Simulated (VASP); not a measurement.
# SnPb3O4 (P4mm) in VASP: relaxation of cell and atoms with PBE

Aim: the relaxation of cell and atoms of SnPb3O4 with PBE.

Everything below comes from runs of VASP 6.6.1. Logs are shortened: lines on timing, memory, paths and dates and some standing lists are left out, and cuts for length are marked.

**1. The cell of the first run**

It takes space group P4mm (No. 99, tetragonal). The conventional cell has a = 5.659 Å, b = 5.659 Å, c = 5.360 Å, α = 90.00°, β = 90.00°, γ = 90.00°. Within 2.9 Å of Sn (site symmetry 4mm) lie 4 O at 2.23 Å. Within 3.1 Å of Pb (site symmetry 4mm) lie 4 O at 2.36 Å. Within 3.1 Å of Pb (site symmetry 2mm) lie 4 O at 2.35 Å. Within 2.9 Å of O (site symmetry m) lie 1 Sn at 2.23 Å and 3 Pb at 2.35 to 2.36 Å and 4 O at 2.78 to 2.88 Å.

**2. Relaxation of cell and atoms, PBE**

File INCAR:

```
ALGO = Normal
EDIFF = 1E-7
EDIFFG = -0.01
ENCUT = 600
GGA = PE
IBRION = 2
ISIF = 3
ISMEAR = 0
KPAR = 2
LASPH = T
LCHARG = F
LREAL = F
LWAVE = F
NELM = 60
NSW = 100
PREC = Accurate
SIGMA = 0.02
```

File KPOINTS:

```
k-points
0
Gamma
  6 6 6
```

File POSCAR:

```
SnPb3O4
1.0
    5.6587009161      0.0000000000      0.0000000000
    0.0000000000      5.6587009161      0.0000000000
    0.0000000000      0.0000000000      5.3596510888
Sn Pb O
1 3 4
Direct
    0.5000000000      0.5000000000      0.2024992630
    0.0000000000      0.0000000000      0.2285413544
    0.0000000000      0.5000000000      0.7738985045
    0.5000000000      0.0000000000      0.7738985045
    0.7453064590      0.7453064590      0.0052905934
    0.2546935410      0.2546935410      0.0052905934
    0.7453064590      0.2546935410      0.0052905934
    0.2546935410      0.7453064590      0.0052905934
```

Potentials or basis: VASP PAW PBE potentials, release 64 (Sn_d, Pb_d, O).

On the command line:

```sh
$ cat potpaw_PBE.64/Sn_d/POTCAR potpaw_PBE.64/Pb_d/POTCAR potpaw_PBE.64/O/POTCAR > POTCAR
$ mpirun -np 2 vasp_std > vasp.out
```

OUTCAR:

```text
EDIFF = 1E-7
   EDIFFG = -0.01
   ENCUT = 600
   GGA = PE
   IBRION = 2
   ISIF = 3
   ISMEAR = 0
   LASPH = T
   LREAL = F
   NELM = 60
   NSW = 100
   PREC = Accurate

 ion  position               nearest neighbor table
   1  0.500  0.500  0.202-   5 2.23   6 2.23   7 2.23   8 2.23   3 3.64   4 3.64   4 3.64   3 3.64

   2  0.000  0.000  0.229-   5 2.36   6 2.36   7 2.36   8 2.36   3 3.73   4 3.73   3 3.73   4 3.73
                             3 4.07   3 4.07   4 4.07   4 4.07
   3  0.000  0.500  0.774-   5 2.35   6 2.35   7 2.35   8 2.35   1 3.64   1 3.64   2 3.73   2 3.73
                             4 4.00   4 4.00   4 4.00   4 4.00   2 4.07   2 4.07
   4  0.500  0.000  0.774-   5 2.35   6 2.35   7 2.35   8 2.35   1 3.64   1 3.64   2 3.73   2 3.73
                             3 4.00   3 4.00   3 4.00   3 4.00   2 4.07   2 4.07
   5  0.745  0.745  0.005-   1 2.23   3 2.35   4 2.35   2 2.36
   6  0.255  0.255  0.005-   1 2.23   3 2.35   4 2.35   2 2.36
   7  0.745  0.255  0.005-   1 2.23   3 2.35   4 2.35   2 2.36
   8  0.255  0.745  0.005-   1 2.23   3 2.35   4 2.35   2 2.36

  LATTYP: Found a simple tetragonal cell.
 ALAT       =     5.6587009161
 C/A-ratio  =     0.9471522118

  Lattice vectors:

 A1 = (   5.6587009161,   0.0000000000,   0.0000000000)
 A2 = (   0.0000000000,   5.6587009161,   0.0000000000)
 A3 = (   0.0000000000,   0.0000000000,   5.3596510888)

Analysis of symmetry for initial positions (statically):
=====================================================================
 Subroutine PRICEL returns:
 Original cell was already a primitive cell.

 Routine SETGRP: Setting up the symmetry group for a
 simple tetragonal supercell.

 Subroutine GETGRP returns: Found  8 space group operations
 (whereof  8 operations were pure point group operations)
 out of a pool of 16 trial point group operations.

The static configuration has the point symmetry C_4v.

Analysis of symmetry for dynamics (positions and initial velocities):
=====================================================================
 Subroutine PRICEL returns:
 Original cell was already a primitive cell.

 Routine SETGRP: Setting up the symmetry group for a
 simple tetragonal supercell.

 Subroutine GETGRP returns: Found  8 space group operations
 (whereof  8 operations were pure point group operations)
 out of a pool of 16 trial point group operations.

The dynamic configuration has the point symmetry C_4v.

 Subroutine INISYM returns: Found  8 space group operations
 (whereof  8 operations are pure point group operations),
 and found     1 'primitive' translations

----------------------------------------------------------------------------------------

                                     Primitive cell

  volume of cell :     171.6208

  direct lattice vectors                    reciprocal lattice vectors
     5.658700916  0.000000000  0.000000000     0.176719006  0.000000000  0.000000000
     0.000000000  5.658700916  0.000000000     0.000000000  0.176719006  0.000000000
     0.000000000  0.000000000  5.359651089     0.000000000  0.000000000  0.186579310

  length of vectors
     5.658700916  5.658700916  5.359651089     0.176719006  0.176719006  0.186579310

  position of ions in fractional coordinates (direct lattice)
     0.500000000  0.500000000  0.202499263
     0.000000000  0.000000000  0.228541354
     0.000000000  0.500000000  0.773898504
     0.500000000  0.000000000  0.773898504
     0.745306459  0.745306459  0.005290593
     0.254693541  0.254693541  0.005290593
     0.745306459  0.254693541  0.005290593
     0.254693541  0.745306459  0.005290593

  ion indices of the primitive-cell ions
   primitive index   ion index
                 1           1
                 2           2
                 3           3
                 4           4
                 5           5
                 6           6
                 7           7
                 8           8

----------------------------------------------------------------------------------------

 KPOINTS: k-points

Automatic generation of k-mesh.
 Grid dimensions read from file:
 generate k-points for:    6    6    6

 Generating k-lattice:

  Cartesian coordinates                     Fractional coordinates (reciprocal lattice)
     0.029453168  0.000000000  0.000000000     0.166666667  0.000000000  0.000000000
     0.000000000  0.029453168  0.000000000     0.000000000  0.166666667  0.000000000
     0.000000000  0.000000000  0.031096552     0.000000000  0.000000000  0.166666667

  Length of vectors
     0.029453168  0.029453168  0.031096552

  Shift w.r.t. Gamma in fractional coordinates (k-lattice)
     0.000000000  0.000000000  0.000000000

 Subroutine IBZKPT returns following result:
 ===========================================

 Found     40 irreducible k-points:

 Following reciprocal coordinates:
            Coordinates               Weight
  0.000000  0.000000  0.000000      1.000000
  0.166667  0.000000  0.000000      4.000000
  0.333333  0.000000  0.000000      4.000000
  0.500000  0.000000  0.000000      2.000000
  0.166667  0.166667  0.000000      4.000000
  0.333333  0.166667  0.000000      8.000000
[... 16 lines left out ...]
  0.333333  0.000000  0.333333      8.000000
  0.500000  0.000000  0.333333      4.000000
 [... further k-points ...]
   k-points           NKPTS =     40   k-points in BZ     NKDIM =     40   number of bands    NBANDS=     48
   number of dos      NEDOS =    301   number of ions     NIONS =      8
   total plane-waves  NPLWV = 110592
   dimension x,y,z NGX =    48 NGY =   48 NGZ =   48
   dimension x,y,z NGXF=    96 NGYF=   96 NGZF=   96
   ions per type =               1   3   4
   NGX,Y,Z   is equivalent  to a cutoff of  14.10, 14.10, 14.89 a.u.
   NGXF,Y,Z  is equivalent  to a cutoff of  28.20, 28.20, 29.78 a.u.
 SYSTEM =  unknown system
   PREC   = accura    normal or accurate (medium, high low for compatibility)
   ISTART =      0    job   : 0-new  1-cont  2-samecut
   ICHARG =      2    charge: 1-file 2-atom 10-const
   ISPIN  =      1    spin polarized calculation?
   LNONCOLLINEAR =      F non collinear calculations
   LSORBIT =      F    spin-orbit coupling
   LASPH  =      T    aspherical Exc in radial PAW
   ENCUT  =  600.0 eV  44.10 Ry    6.64 a.u.  11.30 11.30 10.70*2*pi/ulx,y,z
   NELM   =     60;   NELMIN=  2; NELMDL= -5     # of ELM steps
   EDIFF  = 0.1E-06   stopping-criterion for ELM
   LREAL  =      F    real-space projection
   EDIFFG = -.1E-01   stopping-criterion for IOM
   NSW    =    100    number of steps for IOM
   IBRION =      2    ionic relax: 0-MD 1-quasi-New 2-CG
   NFREE  =      1    steps in history (QN), initial steepest desc. (CG)
   ISIF   =      3    stress and relaxation
   ISYM   =      2    0-nonsym 1-usesym 2-fastsym
   POTIM  = 0.5000    time-step for ionic-motion
   TEBEG  =    0.0;   TEEND  =   0.0 temperature during run
   PSTRESS=    0.0 pullay stress
   NELECT =      80.0000    total number of electrons
   NUPDOWN=      -1.0000    fix difference up-down
   EMIN   =  10.00;   EMAX   =-10.00  energy-range for DOS
   EFERMI =   0.00;   METHOD = LEGACY
   ISMEAR =     0;   SIGMA  =   0.02  broadening in eV -4-tet -1-fermi 0-gaus
   EFERMI_NEDOS =   21; number of points for ismear=-14 and -15
   IALGO  =     38    algorithm
   IMIX   =      4    mixing-type and parameters
     AMIX     =   0.40;   BMIX     =  1.00
     AMIX_MAG =   1.60;   BMIX_MAG =  1.00
  volume/ion in A,a.u.               =      21.45       144.77
  Fermi-wavevector in a.u.,A,eV,Ry     =   1.269350  2.398724 21.922390  1.611250
  Thomas-Fermi vector in A             =   2.402396
   LORBIT       =      0    0 simple, 1 ext, 2 COOP (PROOUT), +10 PAW based schemes
   GGA     = PE    functional components
   LHFCALC =     F    Hartree Fock is set to
   AEXX    =    0.0000 exact exchange contribution
   IVDW    =     0    specifies the selected vdW correction
   LEPSILON=     F    determine dielectric tensor
   LRPA    =     F    only Hartree local field effects (RPA)
 conjugate gradient relaxation of ions
 non-spin polarized calculation
 Gauss-broadening in eV      SIGMA  =   0.02
  energy-cutoff  :      600.00
  volume of cell :      171.62
 maximum number of plane-waves:      5762
 NGX is ok and might be reduce to    48
   NGX = 23   NGY = 23   NGZ = 21

--------------------------------------- Ionic step        1  -------------------------------------------

 number of electron      79.9999987 magnetization

 Free energy of the ion-electron system (eV)
  ---------------------------------------------------
  ext. energy  EPLUGINS =         0.00000000
  ---------------------------------------------------
  free energy    TOTEN  =       -43.71251228 eV

  energy without entropy =      -43.71251228  energy(sigma->0) =      -43.71251228

------------------------ aborting loop because EDIFF is reached ----------------------------------------

  FORCE on cell =-STRESS in cart. coord.  units (eV):
  Direction    XX          YY          ZZ          XY          YZ          ZX
  --------------------------------------------------------------------------------------
  -------------------------------------------------------------------------------------
  Total        0.1524787      0.1524787      0.3072240      0.0000000      0.0000000      0.0000000
  in kB        1.4234748      1.4234748      2.8681092      0.0000000      0.0000000      0.0000000
  external PRESSURE =       1.9050196 kB  Pullay stress =       0.0000000 kB
[... 69 lines left out ...]
  energy  without entropy=      -43.7126727939  energy(sigma->0) =      -43.71267279

--------------------------------------- Ionic step        3  -------------------------------------------

 number of electron      79.9999988 magnetization

 Free energy of the ion-electron system (eV)
  ---------------------------------------------------
  ext. energy  EPLUGINS =         0.00000000
  ---------------------------------------------------
  free energy    TOTEN  =       -43.71288325 eV

  energy without entropy =      -43.71288325  energy(sigma->0) =      -43.71288325

 E-fermi :   4.7560     XC(G=0):  -9.3225

 val. band max:        4.6106730217   @ k =   0.0000   0.0000   0.0000
 cond. band min:       5.8538845173   @ k =   0.0000   0.0000   0.0000
 fundamental gap:      1.2432114956
 Fermi energy:         4.7560483855

 k-point     1 :       0.0000    0.0000    0.0000
  band No.  band energies     occupation
      1     -16.0835      2.00000
      2     -16.0227      2.00000
      3     -16.0227      2.00000
      4     -15.9358      2.00000
      5     -15.9169      2.00000
      6     -13.8887      2.00000
[... 1213 lines left out ...]
     47      10.3829      0.00000
     48      10.4034      0.00000

 [... further k-points ...]
[... 5 lines left out ...]
  --------------------------------------------------------------------------------------
  -------------------------------------------------------------------------------------
  Total       -0.0602642     -0.0602642      0.0726964      0.0000000      0.0000000      0.0000000
  in kB       -0.5614168     -0.5614168      0.6772343      0.0000000      0.0000000      0.0000000
  external PRESSURE =      -0.1485331 kB  Pullay stress =       0.0000000 kB
[... 23 lines left out ...]
  FREE ENERGIE OF THE ION-ELECTRON SYSTEM (eV)
  ---------------------------------------------------
  free  energy   TOTEN  =       -43.7128832521 eV

  energy  without entropy=      -43.7128832521  energy(sigma->0) =      -43.71288325

 reached required accuracy - stopping structural energy minimisation
```

It took 6.3 min on 2 MPI ranks of Intel Xeon 6975P-C (Granite Rapids), shared host; peak memory 0.57 GiB.

What came out:

```
Free energy                           : -43.7129 eV
Relaxed volume                        : 21.50 Å³/atom
Relaxed cell                          : a = 5.662 Å, b = 5.662 Å, c = 5.365 Å, α = 90.00°, β = 90.00°, γ = 90.00°
Space group after relaxing (to 0.1 Å) : P4mm (No. 99)
Energy gained by relaxing             : 0.0 meV/atom
Ionic steps                           : 3
Pressure after relaxing               : 0.0 GPa
Largest force after relaxing          : 0.006 eV/Å
Band gap on the k mesh                : 1.24 eV
```

Forces in eV/Å, atoms in the order of the input:
```
Sn   0.000  0.000  0.006
Pb   0.000  0.000 -0.005
Pb   0.000  0.000  0.005
Pb   0.000  0.000  0.005
O   -0.002 -0.002 -0.003
O    0.002  0.002 -0.003
O   -0.002  0.002 -0.003
O    0.002 -0.002 -0.003
```

The path:
```csv
step,energy change (eV),largest force (eV/Å),pressure (GPa),volume (Å³)
1,0.0000,0.0599,0.19,171.62
2,-0.0002,0.0421,-0.17,172.26
3,-0.0004,0.0056,-0.01,171.98
```

Final structure:
```
Sn Pb O
1.0
     5.66167    0.00000    0.00000
     0.00000    5.66167    0.00000
     0.00000    0.00000    5.36532
Sn Pb O
1 3 4
Direct
  0.50000 0.50000 0.20281
  0.00000 0.00000 0.22876
  0.00000 0.50000 0.77368
  0.50000 0.00000 0.77368
  0.74530 0.74530 0.00527
  0.25470 0.25470 0.00527
  0.74530 0.25470 0.00527
  0.25470 0.74530 0.00527
```

Levels at points of the mesh, in eV from the valence-band top:
| k point | band 38 | band 39 | band 40 | band 41 | band 42 | band 43 |
| --- | --- | --- | --- | --- | --- | --- |
| (0.00, 0.00, 0.00) | -1.41 | -1.25 | 0.00 | 1.24 | 1.24 | 1.81 |
| (0.50, 0.00, 0.00) | -1.55 | -0.95 | -0.29 | 2.85 | 2.87 | 3.09 |
| (0.50, 0.50, 0.00) | -1.88 | -1.88 | -1.30 | 2.57 | 2.94 | 2.94 |
| (0.00, 0.00, 0.50) | -1.41 | -1.25 | -1.03 | 1.69 | 3.18 | 3.18 |
| (0.50, 0.00, 0.50) | -1.55 | -1.46 | -0.79 | 2.17 | 2.29 | 3.22 |
| (0.50, 0.50, 0.50) | -1.40 | -1.38 | -0.58 | 2.31 | 2.66 | 2.66 |

Caveat: spin-orbit coupling is left out, which moves the levels of the heavy elements.
